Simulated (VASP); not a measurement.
# MgH2 (Fm-3m) in VASP: single point with PBE

Aim: the single point of MgH2 with PBE.

All numbers are computed with VASP 6.6.1; they aren't measurements. Logs are shortened: lines on timing, memory, paths and dates and some standing lists are left out, and cuts for length are marked.

## 1. The cell of the first run

The structure is cubic, space group Fm-3m (No. 225). The conventional cell has a = 4.762 Å, b = 4.762 Å, c = 4.762 Å, α = 90.00°, β = 90.00°, γ = 90.00°. Mg (site symmetry m-3m) has 8 H at 2.06 Å within 2.7 Å. Within 2.7 Å of H (site symmetry -43m) lie 4 Mg at 2.06 Å and 6 H at 2.38 Å.

## 2. Single point, PBE

INCAR

```
PREC = Accurate
ENCUT = 600
EDIFF = 1E-6
ISMEAR = 0
SIGMA = 0.05
LREAL = False
LASPH = True
NELM = 120
ALGO = Normal
ISIF = 2
LWAVE = False
LCHARG = False
GGA = PE
NBANDS = 9
GGA_COMPAT = False
```

KPOINTS

```
Automatic mesh
0
Gamma
  14 14 14
```

POSCAR

```
MgH2
1.0
    0.0000000000      2.3810671700      2.3810671700
    2.3810671700      0.0000000000      2.3810671700
    2.3810671700      2.3810671700      0.0000000000
Mg H
1 2
Direct
    0.0000000000      0.0000000000      0.0000000000
    0.7500000000      0.7500000000      0.7500000000
    0.2500000000      0.2500000000      0.2500000000
```

Potentials or basis: VASP PAW PBE potentials, release 64 (Mg, H).

Launch:

```bash
$ cat potpaw_PBE.64/Mg/POTCAR potpaw_PBE.64/H/POTCAR > POTCAR
$ mpirun -np 1 vasp_std > vasp.out
```

OUTCAR:

```text
PREC = Accurate
   ENCUT = 600
   EDIFF = 1E-6
   ISMEAR = 0
   LREAL = False
   LASPH = True
   NELM = 120
   ISIF = 2
   GGA = PE

 ion  position               nearest neighbor table
   1  0.000  0.000  0.000-   2 2.06   3 2.06   2 2.06   2 2.06   2 2.06   3 2.06   3 2.06   3 2.06

   2  0.750  0.750  0.750-   1 2.06   1 2.06   1 2.06   1 2.06
   3  0.250  0.250  0.250-   1 2.06   1 2.06   1 2.06   1 2.06

  LATTYP: Found a face centered cubic cell.
 ALAT       =     4.7621343400

  Lattice vectors:

 A1 = (   0.0000000000,   2.3810671700,   2.3810671700)
 A2 = (   2.3810671700,   0.0000000000,   2.3810671700)
 A3 = (   2.3810671700,   2.3810671700,   0.0000000000)

Analysis of symmetry for initial positions (statically):
=====================================================================
 Subroutine PRICEL returns:
 Original cell was already a primitive cell.

 Routine SETGRP: Setting up the symmetry group for a
 face centered cubic supercell.

 Subroutine GETGRP returns: Found 48 space group operations
 (whereof 48 operations were pure point group operations)
 out of a pool of 48 trial point group operations.

The static configuration has the point symmetry O_h .

Analysis of symmetry for dynamics (positions and initial velocities):
=====================================================================
 Subroutine PRICEL returns:
 Original cell was already a primitive cell.

 Routine SETGRP: Setting up the symmetry group for a
 face centered cubic supercell.

 Subroutine GETGRP returns: Found 48 space group operations
 (whereof 48 operations were pure point group operations)
 out of a pool of 48 trial point group operations.

The dynamic configuration has the point symmetry O_h .

 Subroutine INISYM returns: Found 48 space group operations
 (whereof 48 operations are pure point group operations),
 and found     1 'primitive' translations

----------------------------------------------------------------------------------------

                                     Primitive cell

  volume of cell :      26.9988

  direct lattice vectors                    reciprocal lattice vectors
     0.000000000  2.381067170  2.381067170    -0.209989876  0.209989876  0.209989876
     2.381067170  0.000000000  2.381067170     0.209989876 -0.209989876  0.209989876
     2.381067170  2.381067170  0.000000000     0.209989876  0.209989876 -0.209989876

  length of vectors
     3.367337485  3.367337485  3.367337485     0.363713134  0.363713134  0.363713134

  position of ions in fractional coordinates (direct lattice)
     0.000000000  0.000000000  0.000000000
     0.750000000  0.750000000  0.750000000
     0.250000000  0.250000000  0.250000000

  ion indices of the primitive-cell ions
   primitive index   ion index
                 1           1
                 2           2
                 3           3

----------------------------------------------------------------------------------------

 KPOINTS: Automatic mesh

Automatic generation of k-mesh.
 Grid dimensions read from file:
 generate k-points for:   14   14   14

 Generating k-lattice:

  Cartesian coordinates                     Fractional coordinates (reciprocal lattice)
    -0.014999277  0.014999277  0.014999277     0.071428571  0.000000000  0.000000000
     0.014999277 -0.014999277  0.014999277     0.000000000  0.071428571  0.000000000
     0.014999277  0.014999277 -0.014999277     0.000000000  0.000000000  0.071428571

  Length of vectors
     0.025979510  0.025979510  0.025979510

  Shift w.r.t. Gamma in fractional coordinates (k-lattice)
     0.000000000  0.000000000  0.000000000

 Subroutine IBZKPT returns following result:
 ===========================================

 Found    104 irreducible k-points:

 Following reciprocal coordinates:
            Coordinates               Weight
  0.000000  0.000000  0.000000      1.000000
  0.071429  0.000000  0.000000      8.000000
  0.142857  0.000000  0.000000      8.000000
  0.214286  0.000000  0.000000      8.000000
  0.285714  0.000000  0.000000      8.000000
  0.357143  0.000000  0.000000      8.000000
[... 16 lines left out ...]
  0.214286  0.142857  0.000000     24.000000
  0.285714  0.142857  0.000000     24.000000
 [... further k-points ...]
   k-points           NKPTS =    104   k-points in BZ     NKDIM =    104   number of bands    NBANDS=      9
   number of dos      NEDOS =    301   number of ions     NIONS =      3
   total plane-waves  NPLWV =  21952
   dimension x,y,z NGX =    28 NGY =   28 NGZ =   28
   dimension x,y,z NGXF=    56 NGYF=   56 NGZF=   56
   ions per type =               1   2
   NGX,Y,Z   is equivalent  to a cutoff of  13.82, 13.82, 13.82 a.u.
   NGXF,Y,Z  is equivalent  to a cutoff of  27.65, 27.65, 27.65 a.u.
 SYSTEM =  unknown system
   PREC   = accura    normal or accurate (medium, high low for compatibility)
   ISTART =      0    job   : 0-new  1-cont  2-samecut
   ICHARG =      2    charge: 1-file 2-atom 10-const
   ISPIN  =      1    spin polarized calculation?
   LNONCOLLINEAR =      F non collinear calculations
   LSORBIT =      F    spin-orbit coupling
   LASPH  =      T    aspherical Exc in radial PAW
   ENCUT  =  600.0 eV  44.10 Ry    6.64 a.u.   6.73  6.73  6.73*2*pi/ulx,y,z
   NELM   =    120;   NELMIN=  2; NELMDL= -5     # of ELM steps
   EDIFF  = 0.1E-05   stopping-criterion for ELM
   LREAL  =      F    real-space projection
   EDIFFG = 0.1E-04   stopping-criterion for IOM
   NSW    =      0    number of steps for IOM
   IBRION =     -1    ionic relax: 0-MD 1-quasi-New 2-CG
   NFREE  =      0    steps in history (QN), initial steepest desc. (CG)
   ISIF   =      2    stress and relaxation
   ISYM   =      2    0-nonsym 1-usesym 2-fastsym
   POTIM  = 0.5000    time-step for ionic-motion
   TEBEG  =    0.0;   TEEND  =   0.0 temperature during run
   PSTRESS=    0.0 pullay stress
   NELECT =       4.0000    total number of electrons
   NUPDOWN=      -1.0000    fix difference up-down
   EMIN   =  10.00;   EMAX   =-10.00  energy-range for DOS
   EFERMI =   0.00;   METHOD = LEGACY
   ISMEAR =     0;   SIGMA  =   0.05  broadening in eV -4-tet -1-fermi 0-gaus
   EFERMI_NEDOS =   21; number of points for ismear=-14 and -15
   IALGO  =     38    algorithm
   IMIX   =      4    mixing-type and parameters
     AMIX     =   0.40;   BMIX     =  1.00
     AMIX_MAG =   1.60;   BMIX_MAG =  1.00
  volume/ion in A,a.u.               =       9.00        60.73
  Fermi-wavevector in a.u.,A,eV,Ry     =   0.866257  1.636987 10.209817  0.750400
  Thomas-Fermi vector in A             =   1.984619
   LORBIT       =      0    0 simple, 1 ext, 2 COOP (PROOUT), +10 PAW based schemes
   GGA     = PE    functional components
   LHFCALC =     F    Hartree Fock is set to
   AEXX    =    0.0000 exact exchange contribution
   IVDW    =     0    specifies the selected vdW correction
   LEPSILON=     F    determine dielectric tensor
   LRPA    =     F    only Hartree local field effects (RPA)
 non-spin polarized calculation
 Gauss-broadening in eV      SIGMA  =   0.05
  energy-cutoff  :      600.00
  volume of cell :       27.00
 maximum number of plane-waves:       934
   NGX = 13   NGY = 13   NGZ = 13

 number of electron       4.0000000 magnetization

 Free energy of the ion-electron system (eV)
  ---------------------------------------------------
  ext. energy  EPLUGINS =         0.00000000
  ---------------------------------------------------
  free energy    TOTEN  =        -8.49930089 eV

  energy without entropy =       -8.49905481  energy(sigma->0) =       -8.49917785

 E-fermi :   3.0470     XC(G=0):  -8.9411

 val. band max:        3.0369398297   @ k =   0.1429   0.0000   0.0000
 cond. band min:       3.1024198741   @ k =  -0.4286   0.4286   0.0714
 fundamental gap:      0.0654800444
 Fermi energy:         3.0469856190

 k-point     1 :       0.0000    0.0000    0.0000
  band No.  band energies     occupation
      1      -6.9983      2.00000
      2       3.8632      0.00000
      3      12.2774      0.00000
      4      12.2774      0.00000
      5      12.2774      0.00000
      6      14.8422      0.00000
      7      14.8422      0.00000
      8      14.8422      0.00000
      9      15.5868      0.00000

 k-point     2 :       0.0714    0.0000    0.0000
  band No.  band energies     occupation
      1      -6.9051      2.00000
      2       3.6499      0.00000
      3      11.7508      0.00000
      4      12.1280      0.00000
      5      12.1280      0.00000
      6      15.1150      0.00000
      7      15.1529      0.00000
      8      15.1529      0.00000
      9      15.4967      0.00000

 k-point     3 :       0.1429    0.0000    0.0000
  band No.  band energies     occupation
      1      -6.6266      2.00000
      2       3.0369      1.22370
      3      10.8781      0.00000
      4      11.8369      0.00000
      5      11.8369      0.00000
      6      14.1773      0.00000
      7      15.7860      0.00000
      8      15.7860      0.00000
      9      16.7122      0.00000

 k-point     4 :       0.2143    0.0000    0.0000
  band No.  band energies     occupation
      1      -6.1668      2.00000
      2       2.1018      2.00000
      3      10.1660      0.00000
      4      11.5892      0.00000
      5      11.5892      0.00000
      6      13.1143      0.00000
      7      15.1448      0.00000
      8      15.1448      0.00000
      9      17.2854      0.00000
[... 205 lines left out ...]
 k-point    22 :       0.1429    0.1429    0.0000
  band No.  band energies     occupation
      1      -6.5047      2.00000
      2       2.9557      1.99021
      3      10.4764      0.00000
      4      10.4764      0.00000
      5      12.2680      0.00000
      6      13.6665      0.00000
      7      14.1977      0.00000
      8      17.4255      0.00000
      9      17.4472      0.00000

 k-point    23 :       0.2143    0.1429    0.0000
  band No.  band energies     occupation
      1      -6.1699      2.00000
      2       2.4305      2.00000
      3       9.7837      0.00000
      4      10.0186      0.00000
      5      10.9844      0.00000
      6      13.6546      0.00000
      7      14.8515      0.00000
      8      16.9937      0.00000
      9      18.0596      0.00000

 k-point    24 :       0.2857    0.1429    0.0000
  band No.  band energies     occupation
      1      -5.6589      2.00000
      2       1.6147      2.00000
      3       9.0400      0.00000
      4       9.7265      0.00000
      5       9.8640      0.00000
      6      14.2034      0.00000
      7      15.3108      0.00000
      8      16.1157      0.00000
      9      17.2940      0.00000

 [... further k-points ...]

------------------------ aborting loop because EDIFF is reached ----------------------------------------

  FORCE on cell =-STRESS in cart. coord.  units (eV):
  Direction    XX          YY          ZZ          XY          YZ          ZX
  --------------------------------------------------------------------------------------
  -------------------------------------------------------------------------------------
  Total       -0.0772223     -0.0772223     -0.0772223     -0.0000000      0.0000000     -0.0000000
  in kB       -4.5825623     -4.5825623     -4.5825623     -0.0000000      0.0000000     -0.0000000
  external PRESSURE =      -4.5825623 kB  Pullay stress =       0.0000000 kB

 VOLUME and BASIS-vectors are now :
 -----------------------------------------------------------------------------
  energy-cutoff  :      600.00
  volume of cell :       27.00
      direct lattice vectors                 reciprocal lattice vectors
     0.000000000  2.381067170  2.381067170    -0.209989876  0.209989876  0.209989876
     2.381067170  0.000000000  2.381067170     0.209989876 -0.209989876  0.209989876
     2.381067170  2.381067170  0.000000000     0.209989876  0.209989876 -0.209989876

 POSITION                                       TOTAL-FORCE (eV/Angst)
 -----------------------------------------------------------------------------------
      0.00000      0.00000      0.00000        -0.000000      0.000000      0.000000
      3.57160      3.57160      3.57160        -0.000000     -0.000000     -0.000000
      1.19053      1.19053      1.19053         0.000000      0.000000      0.000000
 -----------------------------------------------------------------------------------
    total drift:                                0.000000      0.000000      0.000000

  FREE ENERGIE OF THE ION-ELECTRON SYSTEM (eV)
  ---------------------------------------------------
  free  energy   TOTEN  =        -8.4993008854 eV

  energy  without entropy=       -8.4990548145  energy(sigma->0) =       -8.49917785
```

Wall time 34 s (1 thread of Intel Xeon 8259CL, shared host); peak memory 0.18 GiB.

Results:

* Free energy: -8.4993 eV
* Pressure: -0.5 GPa
* Band gap on the k mesh: zero (band 2 reaches 3.86 eV, above the bottom of band 3 at 2.59 eV)
